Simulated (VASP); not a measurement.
# Na2CrCuC6N6 (Fm-3m) in VASP: a series of runs

The runs below take Na2CrCuC6N6 through single point, with PBE.

Everything below comes from runs of VASP 6.6.1. Logs are shortened: lines on timing, memory, paths and dates and some standing lists are left out, and cuts for length are marked.

## (1) The cell of the first run

The structure is cubic, space group Fm-3m (No. 225). The conventional cell has a = 10.231 Å, b = 10.231 Å, c = 10.231 Å, α = 90.00°, β = 90.00°, γ = 90.00°. Within 4.8 Å of Na (site symmetry -43m) lie 12 N at 3.66 Å and 12 C at 3.67 Å and 4 Cr at 4.43 Å and 4 Cu at 4.43 Å. Within 2.6 Å of Cr (site symmetry m-3m) lie 6 C at 1.94 Å. Cu (site symmetry m-3m) has 6 N at 2.01 Å within 2.7 Å. C (site symmetry 4mm) has 1 N at 1.17 Å within 1.6 Å. N (site symmetry 4mm) has 1 C at 1.17 Å within 1.6 Å.

## (2) Single point, PBE, collinear spin, ferromagnetic start

The input, INCAR:

```
ALGO = Normal
EDIFF = 1E-6
ENCUT = 520
GGA = PE
ISIF = 2
ISMEAR = 0
ISPIN = 2
LASPH = T
LCHARG = F
LMAXMIX = 4
LORBIT = 11
LREAL = Auto
LWAVE = F
MAGMOM = 0 0 3 1 0 0 0 0 0 0 0 0 0 0 0 0
NBANDS = 64
NELM = 150
PREC = Accurate
SIGMA = 0.1
```

The input, KPOINTS:

```
k-points
0
Gamma
  4 4 4
```

The input, POSCAR:

```
Na2CrCuC6N6
1.0
    0.0000000000      5.1155000000      5.1155000000
    5.1155000000      0.0000000000      5.1155000000
    5.1155000000      5.1155000000      0.0000000000
Na Cr Cu C N
2 1 1 6 6
Direct
    0.2500000000      0.2500000000      0.2500000000
    0.7500000000      0.7500000000      0.7500000000
    0.0000000000      0.0000000000      0.0000000000
    0.5000000000      0.5000000000      0.5000000000
    0.8105757000      0.1894243000      0.1894243000
    0.1894243000      0.8105757000      0.1894243000
    0.1894243000      0.1894243000      0.8105757000
    0.1894243000      0.8105757000      0.8105757000
    0.8105757000      0.1894243000      0.8105757000
    0.8105757000      0.8105757000      0.1894243000
    0.6962173800      0.3037826200      0.3037826200
    0.3037826200      0.6962173800      0.3037826200
    0.3037826200      0.3037826200      0.6962173800
    0.3037826200      0.6962173800      0.6962173800
    0.6962173800      0.3037826200      0.6962173800
    0.6962173800      0.6962173800      0.3037826200
```

Potentials or basis: VASP PAW PBE potentials, release 64 (Na_pv, Cr_pv, Cu, C, N).

Launch:

```console
> cat potpaw_PBE.64/Na_pv/POTCAR potpaw_PBE.64/Cr_pv/POTCAR potpaw_PBE.64/Cu/POTCAR potpaw_PBE.64/C/POTCAR potpaw_PBE.64/N/POTCAR > POTCAR
> mpirun -np 1 vasp_std > vasp.out
```

OUTCAR:

```text
EDIFF = 1E-6
   ENCUT = 520
   GGA = PE
   ISIF = 2
   ISMEAR = 0
   ISPIN = 2
   LASPH = T
   LORBIT = 11
   LREAL = Auto
   NELM = 150
   PREC = Accurate

 ion  position               nearest neighbor table
   1  0.250  0.250  0.250-
   2  0.750  0.750  0.750-
   3  0.000  0.000  0.000-   5 1.94   6 1.94   7 1.94   8 1.94   9 1.94  10 1.94
   4  0.500  0.500  0.500-  11 2.01  12 2.01  13 2.01  14 2.01  15 2.01  16 2.01
   5  0.811  0.189  0.189-  11 1.17   3 1.94
   6  0.189  0.811  0.189-  12 1.17   3 1.94
   7  0.189  0.189  0.811-  13 1.17   3 1.94
   8  0.189  0.811  0.811-  14 1.17   3 1.94
   9  0.811  0.189  0.811-  15 1.17   3 1.94
  10  0.811  0.811  0.189-  16 1.17   3 1.94
  11  0.696  0.304  0.304-   5 1.17   4 2.01
  12  0.304  0.696  0.304-   6 1.17   4 2.01
  13  0.304  0.304  0.696-   7 1.17   4 2.01
  14  0.304  0.696  0.696-   8 1.17   4 2.01
  15  0.696  0.304  0.696-   9 1.17   4 2.01
  16  0.696  0.696  0.304-  10 1.17   4 2.01

  LATTYP: Found a face centered cubic cell.
 ALAT       =    10.2310000000

  Lattice vectors:

 A1 = (   0.0000000000,   5.1155000000,   5.1155000000)
 A2 = (   5.1155000000,   0.0000000000,   5.1155000000)
 A3 = (   5.1155000000,   5.1155000000,   0.0000000000)

Analysis of symmetry for initial positions (statically):
=====================================================================
 Subroutine PRICEL returns:
 Original cell was already a primitive cell.

 Routine SETGRP: Setting up the symmetry group for a
 face centered cubic supercell.

 Subroutine GETGRP returns: Found 48 space group operations
 (whereof 48 operations were pure point group operations)
 out of a pool of 48 trial point group operations.

The static configuration has the point symmetry O_h .

Analysis of symmetry for dynamics (positions and initial velocities):
=====================================================================
 Subroutine PRICEL returns:
 Original cell was already a primitive cell.

 Routine SETGRP: Setting up the symmetry group for a
 face centered cubic supercell.

 Subroutine GETGRP returns: Found 48 space group operations
 (whereof 48 operations were pure point group operations)
 out of a pool of 48 trial point group operations.

The dynamic configuration has the point symmetry O_h .

Analysis of structural, dynamic, and magnetic symmetry:
=====================================================================
 Subroutine PRICEL returns:
 Original cell was already a primitive cell.

 Routine SETGRP: Setting up the symmetry group for a
 face centered cubic supercell.

 Subroutine GETGRP returns: Found 48 space group operations
 (whereof 48 operations were pure point group operations)
 out of a pool of 48 trial point group operations.

The overall configuration has the point symmetry O_h .

 Subroutine INISYM returns: Found 48 space group operations
 (whereof 48 operations are pure point group operations),
 and found     1 'primitive' translations

----------------------------------------------------------------------------------------

                                     Primitive cell

  volume of cell :     267.7283

  direct lattice vectors                    reciprocal lattice vectors
     0.000000000  5.115500000  5.115500000    -0.097742156  0.097742156  0.097742156
     5.115500000  0.000000000  5.115500000     0.097742156 -0.097742156  0.097742156
     5.115500000  5.115500000  0.000000000     0.097742156  0.097742156 -0.097742156

  length of vectors
     7.234409478  7.234409478  7.234409478     0.169294381  0.169294381  0.169294381

  position of ions in fractional coordinates (direct lattice)
     0.250000000  0.250000000  0.250000000
     0.750000000  0.750000000  0.750000000
     0.000000000  0.000000000  0.000000000
     0.500000000  0.500000000  0.500000000
[... 64 lines left out ...]
  0.500000  0.250000  0.000000     24.000000
 -0.250000  0.250000  0.000000     12.000000
  0.500000  0.500000  0.000000      3.000000
 -0.250000  0.500000  0.250000      6.000000
   k-points           NKPTS =      8   k-points in BZ     NKDIM =      8   number of bands    NBANDS=     64
   number of dos      NEDOS =    301   number of ions     NIONS =     16
   total plane-waves  NPLWV = 157464
   dimension x,y,z NGX =    54 NGY =   54 NGZ =   54
   dimension x,y,z NGXF=   108 NGYF=  108 NGZF=  108
   ions per type =               2   1   1   6   6
   NGX,Y,Z   is equivalent  to a cutoff of  12.41, 12.41, 12.41 a.u.
   NGXF,Y,Z  is equivalent  to a cutoff of  24.82, 24.82, 24.82 a.u.
 SYSTEM =  unknown system
   PREC   = accura    normal or accurate (medium, high low for compatibility)
   ISTART =      0    job   : 0-new  1-cont  2-samecut
   ICHARG =      2    charge: 1-file 2-atom 10-const
   ISPIN  =      2    spin polarized calculation?
   LNONCOLLINEAR =      F non collinear calculations
   LSORBIT =      F    spin-orbit coupling
   LASPH  =      T    aspherical Exc in radial PAW
   ENCUT  =  520.0 eV  38.22 Ry    6.18 a.u.  13.45 13.45 13.45*2*pi/ulx,y,z
   NELM   =    150;   NELMIN=  2; NELMDL= -5     # of ELM steps
   EDIFF  = 0.1E-05   stopping-criterion for ELM
   LREAL  =      T    real-space projection
   EDIFFG = 0.1E-04   stopping-criterion for IOM
   NSW    =      0    number of steps for IOM
   IBRION =     -1    ionic relax: 0-MD 1-quasi-New 2-CG
   NFREE  =      0    steps in history (QN), initial steepest desc. (CG)
   ISIF   =      2    stress and relaxation
   ISYM   =      2    0-nonsym 1-usesym 2-fastsym
   POTIM  = 0.5000    time-step for ionic-motion
   TEBEG  =    0.0;   TEEND  =   0.0 temperature during run
   PSTRESS=    0.0 pullay stress
   NELECT =      91.0000    total number of electrons
   NUPDOWN=      -1.0000    fix difference up-down
   EMIN   =  10.00;   EMAX   =-10.00  energy-range for DOS
   EFERMI =   0.00;   METHOD = LEGACY
   ISMEAR =     0;   SIGMA  =   0.10  broadening in eV -4-tet -1-fermi 0-gaus
   EFERMI_NEDOS =   21; number of points for ismear=-14 and -15
   IALGO  =     38    algorithm
   IMIX   =      4    mixing-type and parameters
     AMIX     =   0.40;   BMIX     =  1.00
     AMIX_MAG =   1.60;   BMIX_MAG =  1.00
  volume/ion in A,a.u.               =      16.73       112.92
  Fermi-wavevector in a.u.,A,eV,Ry     =   1.142503  2.159017 17.759851  1.305312
  Thomas-Fermi vector in A             =   2.279200
   LORBIT       =     11    0 simple, 1 ext, 2 COOP (PROOUT), +10 PAW based schemes
   GGA     = PE    functional components
   LHFCALC =     F    Hartree Fock is set to
   AEXX    =    0.0000 exact exchange contribution
   IVDW    =     0    specifies the selected vdW correction
   LEPSILON=     F    determine dielectric tensor
   LRPA    =     F    only Hartree local field effects (RPA)
 spin polarized calculation
 Gauss-broadening in eV      SIGMA  =   0.10
  energy-cutoff  :      520.00
  volume of cell :      267.73
 maximum number of plane-waves:      7243
 NGX is ok and might be reduce to    54
   NGX = 27   NGY = 27   NGZ = 27

 number of electron      91.0000013 magnetization       3.0003170

 Free energy of the ion-electron system (eV)
  ---------------------------------------------------
  ext. energy  EPLUGINS =         0.00000000
  ---------------------------------------------------
  free energy    TOTEN  =      -116.79944141 eV

  energy without entropy =     -116.70436385  energy(sigma->0) =     -116.75190263

 E-fermi :   1.6298     XC(G=0):  -7.8438

 val. band max:        1.6223811898   @ k =   0.2500   0.2500   0.0000
 cond. band min:       1.6308058385   @ k =   0.5000   0.2500   0.0000
 fundamental gap:      0.0084246487
 Fermi energy:         1.6298302361

 spin component 1

 k-point     1 :       0.0000    0.0000    0.0000
  band No.  band energies     occupation
      1     -42.1657      1.00000
      2     -42.1657      1.00000
      3     -42.1657      1.00000
      4     -24.5042      1.00000
      5     -24.5042      1.00000
      6     -24.5042      1.00000
[... 469 lines left out ...]
     56       5.6167      0.00000
     57       5.7717      0.00000
 Fermi energy:         1.6298302361

 spin component 2

 k-point     1 :       0.0000    0.0000    0.0000
  band No.  band energies     occupation
      1     -40.4301      1.00000
      2     -40.4301      1.00000
      3     -40.4301      1.00000
      4     -24.5043      1.00000
      5     -24.5043      1.00000
      6     -24.5043      1.00000
[... 469 lines left out ...]
     56       5.8252      0.00000
     57       5.9600      0.00000
 [bands above 57 left out]

------------------------ aborting loop because EDIFF is reached ----------------------------------------

  FORCE on cell =-STRESS in cart. coord.  units (eV):
  Direction    XX          YY          ZZ          XY          YZ          ZX
  --------------------------------------------------------------------------------------
  -------------------------------------------------------------------------------------
  Total       10.7075488     10.7075488     10.7075488     -0.0000000     -0.0000000      0.0000000
  in kB       64.0776212     64.0776212     64.0776212     -0.0000000     -0.0000000      0.0000000
  external PRESSURE =      64.0776212 kB  Pullay stress =       0.0000000 kB

 VOLUME and BASIS-vectors are now :
 -----------------------------------------------------------------------------
  energy-cutoff  :      520.00
  volume of cell :      267.73
      direct lattice vectors                 reciprocal lattice vectors
     0.000000000  5.115500000  5.115500000    -0.097742156  0.097742156  0.097742156
     5.115500000  0.000000000  5.115500000     0.097742156 -0.097742156  0.097742156
     5.115500000  5.115500000  0.000000000     0.097742156  0.097742156 -0.097742156

 POSITION                                       TOTAL-FORCE (eV/Angst)
 -----------------------------------------------------------------------------------
      2.55775      2.55775      2.55775        -0.000000      0.000000      0.000000
      7.67325      7.67325      7.67325        -0.000000      0.000000      0.000000
      0.00000      0.00000      0.00000        -0.000000      0.000000     -0.000000
      5.11550      5.11550      5.11550        -0.000000      0.000000     -0.000000
      1.93800      5.11550      5.11550        -0.396948      0.000000      0.000000
      5.11550      1.93800      5.11550        -0.000000     -0.396948      0.000000
[... 8 lines left out ...]
      5.11550      7.12300      5.11550        -0.000000     -0.228743      0.000000
      5.11550      5.11550      7.12300        -0.000000      0.000000     -0.228743
 -----------------------------------------------------------------------------------
    total drift:                               -0.000000      0.000000      0.000000

  FREE ENERGIE OF THE ION-ELECTRON SYSTEM (eV)
  ---------------------------------------------------
  free  energy   TOTEN  =      -116.7994414118 eV

  energy  without entropy=     -116.7043638479  energy(sigma->0) =     -116.75190263

 total charge

# of ion       s       p       d       tot
------------------------------------------
    1        0.006   5.947   0.000   5.953
    2        0.006   5.947   0.000   5.953
    3        0.401   6.624   4.363  11.389
    4        0.343   0.487   9.109   9.939
    5        0.968   1.655   0.000   2.623
    6        0.968   1.655   0.000   2.623
[... 8 lines left out ...]
   15        1.316   2.577   0.000   3.893
   16        1.316   2.577   0.000   3.893
--------------------------------------------------
tot         14.461  44.400  13.472  72.333

 magnetization (x)

# of ion       s       p       d       tot
------------------------------------------
    1        0.000  -0.000   0.000  -0.000
    2        0.000  -0.000   0.000  -0.000
    3        0.012   0.032   1.741   1.785
    4       -0.002  -0.004   0.573   0.566
    5       -0.007  -0.026   0.000  -0.033
    6       -0.007  -0.026   0.000  -0.033
[... 8 lines left out ...]
   15        0.010   0.088   0.000   0.098
   16        0.010   0.088   0.000   0.098
--------------------------------------------------
tot          0.025   0.402   2.314   2.742
```

It took 26 min on 1 thread of Intel Xeon 8259CL, shared host; peak memory 0.65 GiB.

What came out:

| Quantity | Value |
| --- | --- |
| Free energy | -116.7994 eV |
| Pressure | 6.4 GPa |
| Largest force | 0.397 eV/Å |
| Band gap on the k mesh | zero (filled and empty bands overlap) |
| Net moment | 3.00 μB per cell |
| Site moments | Na -0.00; Cr +1.78; Cu +0.57; C -0.03; N +0.10 μB |
| Valence electrons inside the program's atomic spheres | Na 5.95; Cr 11.39; Cu 9.94; C 2.62; N 3.89 |

Forces on the atoms (eV/Å):
```
Na   0.000  0.000  0.000
Na   0.000  0.000  0.000
Cr   0.000  0.000  0.000
Cu   0.000  0.000  0.000
C   -0.397  0.000  0.000
C    0.000 -0.397  0.000
C    0.000  0.000 -0.397
C    0.397  0.000  0.000
C    0.000  0.397  0.000
C    0.000  0.000  0.397
N    0.229  0.000  0.000
N    0.000  0.229  0.000
N    0.000  0.000  0.229
N   -0.229  0.000  0.000
N    0.000 -0.229  0.000
N    0.000  0.000 -0.229
```

Caveat: the cell stands under pressure.

## (3) Single point, PBE, collinear spin, ferromagnetic start

This run uses another cell than the first one, of 19.04 Å³/atom.

The input, INCAR:

```
SYSTEM = Na2CrCuC6N6
PREC = Accurate ; ENCUT = 520
EDIFF = 1E-7 ; ISMEAR = 0
SIGMA = 0.1 ; LREAL = Auto
LASPH = .TRUE. ; NELM = 150
ALGO = Normal ; ISIF = 2
LWAVE = .FALSE. ; LCHARG = .FALSE.
ISPIN = 2 ; MAGMOM = 0 0 3 1 0 0 0 0 0 0 0 0 0 0 0 0
LORBIT = 11 ; LMAXMIX = 4
GGA = PE ; NBANDS = 64
```

The input, KPOINTS:

```
regular mesh
0
G
  4 4 4
  0 0 0
```

The input, POSCAR:

```
Na2CrCuC6N6
1.0
    0.0000000000      5.3404793783      5.3404793783
    5.3404793783      0.0000000000      5.3404793783
    5.3404793783      5.3404793783      0.0000000000
Na Cr Cu C N
2 1 1 6 6
Direct
    0.2500000000      0.2500000000      0.2500000000
    0.7500000000      0.7500000000      0.7500000000
    0.0000000000      0.0000000000      0.0000000000
    0.5000000000      0.5000000000      0.5000000000
    0.8115627445      0.1884372555      0.1884372555
    0.1884372555      0.8115627445      0.1884372555
    0.1884372555      0.1884372555      0.8115627445
    0.1884372555      0.8115627445      0.8115627445
    0.8115627445      0.1884372555      0.8115627445
    0.8115627445      0.8115627445      0.1884372555
    0.7016163900      0.2983836100      0.2983836100
    0.2983836100      0.7016163900      0.2983836100
    0.2983836100      0.2983836100      0.7016163900
    0.2983836100      0.7016163900      0.7016163900
    0.7016163900      0.2983836100      0.7016163900
    0.7016163900      0.7016163900      0.2983836100
```

Potentials or basis: VASP PAW PBE potentials, release 64 (Na_pv, Cr_pv, Cu, C, N).

Launch:

```console
> cat potpaw_PBE.64/Na_pv/POTCAR potpaw_PBE.64/Cr_pv/POTCAR potpaw_PBE.64/Cu/POTCAR potpaw_PBE.64/C/POTCAR potpaw_PBE.64/N/POTCAR > POTCAR
> mpirun -np 1 vasp_std > vasp.out
```

Run time: 23 min. Hardware: 1 thread of Intel Xeon 8259CL, shared host; peak memory 0.72 GiB.

Results (log left out):

```
Free energy                                           : -117.4589 eV
Pressure                                              : 0.5 GPa
Largest force                                         : 0.388 eV/Å
Band gap on the k mesh                                : 0.03 eV
Net moment                                            : 3.00 μB per cell
Site moments                                          : Na +0.00; Cr +2.19; Cu +0.36; C -0.04; N +0.07 μB
Valence electrons inside the program's atomic spheres : Na 5.95; Cr 11.04; Cu 9.75; C 2.60; N 3.86
```

Forces on the atoms (eV/Å):
```
Na   0.000  0.000  0.000
Na   0.000  0.000  0.000
Cr   0.000  0.000  0.000
Cu   0.000  0.000  0.000
C   -0.388  0.000  0.000
C    0.000 -0.388  0.000
C    0.000  0.000 -0.388
C    0.388  0.000  0.000
C    0.000  0.388  0.000
C    0.000  0.000  0.388
N    0.375  0.000  0.000
N    0.000  0.375  0.000
N    0.000  0.000  0.375
N   -0.375  0.000  0.000
N    0.000 -0.375  0.000
N    0.000  0.000 -0.375
```

Levels at points of the mesh, in eV from the valence-band top:
Spin up:
| k point | band 43 | band 44 | band 45 | band 46 | band 47 | band 48 | band 49 | band 50 | band 51 | band 52 |
| --- | --- | --- | --- | --- | --- | --- | --- | --- | --- | --- |
| (0.00, 0.00, 0.00) | -1.31 | -1.31 | -1.31 | -0.57 | -0.57 | 1.08 | 2.19 | 2.93 | 2.93 | 3.28 |
| (0.50, 0.00, 0.00) | -1.63 | -1.63 | -1.63 | -0.46 | -0.46 | 1.97 | 1.99 | 2.83 | 2.83 | 3.35 |
| (0.50, 0.50, 0.00) | -1.54 | -1.54 | -1.31 | -0.57 | -0.52 | 2.02 | 2.37 | 2.65 | 3.02 | 3.41 |
Spin down:
```tsv
k point	band 41	band 42	band 43	band 44	band 45	band 46	band 47	band 48
(0.00, 0.00, 0.00)	-1.60	-1.60	-0.08	-0.08	0.11	0.11	0.11	1.10
(0.50, 0.00, 0.00)	-1.38	-1.37	0.00	0.00	0.03	0.12	0.12	1.99
(0.50, 0.50, 0.00)	-1.32	-1.32	-0.08	-0.05	0.12	0.28	0.28	2.04
```

Caveat: the smearing spreads over this small gap.
